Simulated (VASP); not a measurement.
Input of a VASP 6.6.1 run:

The input POSCAR:

```
Al2GaP3
1.0
    3.9441738306      0.0000000000      0.0000000000
   -1.9720869153      3.4157547342      0.0000000000
    0.0000000000      0.0000000000      9.6596485358
Al Ga P
2 1 3
Direct
    0.0000000000      0.0000000000      0.0001896586
    0.6666666667      0.3333333333      0.6661207826
    0.3333333333      0.6666666667      0.3335091645
    0.6666666667      0.3333333333      0.9167540636
    0.3333333333      0.6666666667      0.5832435861
    0.0000000000      0.0000000000      0.2501827445
```

The input INCAR.step1:

```
PREC = Accurate
ENCUT = 520
ISMEAR = 0
SIGMA = 0.01
LREAL = False
LASPH = True
NELM = 100
NBANDS = 26
GGA = PE
ALGO = Normal
EDIFF = 1E-4
LWAVE = True
LCHARG = False
```

The input INCAR.step2:

```
PREC = Accurate
ENCUT = 520
EDIFF = 1E-6
ISMEAR = 0
SIGMA = 0.01
LREAL = False
LASPH = True
NELM = 100
ALGO = Normal
ISIF = 2
LWAVE = False
LCHARG = True
METAGGA = R2SCAN
LMIXTAU = True
LELF = True
LVHAR = True
NBANDS = 26
ISTART = 1
```

Contents of KPOINTS:

```
Automatic mesh
0
Gamma
  6 6 2
```

Potentials or basis: VASP PAW PBE potentials, release 64 (Al, Ga_d, P).

The run is started by

```sh
$ cat potpaw_PBE.64/Al/POTCAR potpaw_PBE.64/Ga_d/POTCAR potpaw_PBE.64/P/POTCAR > POTCAR
$ cp INCAR.step1 INCAR
$ mpirun -np 1 vasp_std > vasp.out
$ cp INCAR.step2 INCAR
$ mpirun -np 1 vasp_std > vasp.out
```

(1) Predict the largest force.

(2) Estimate the pressure.

(3) Predict the band gap on the k mesh.

Results:

(1) 0.047 eV/Å.

(2) -4.8 GPa.

(3) 1.98 eV, indirect (least direct gap 2.20 eV).

Caveat: the PAW data sets were made with another functional, which shifts forces and pressure a little.
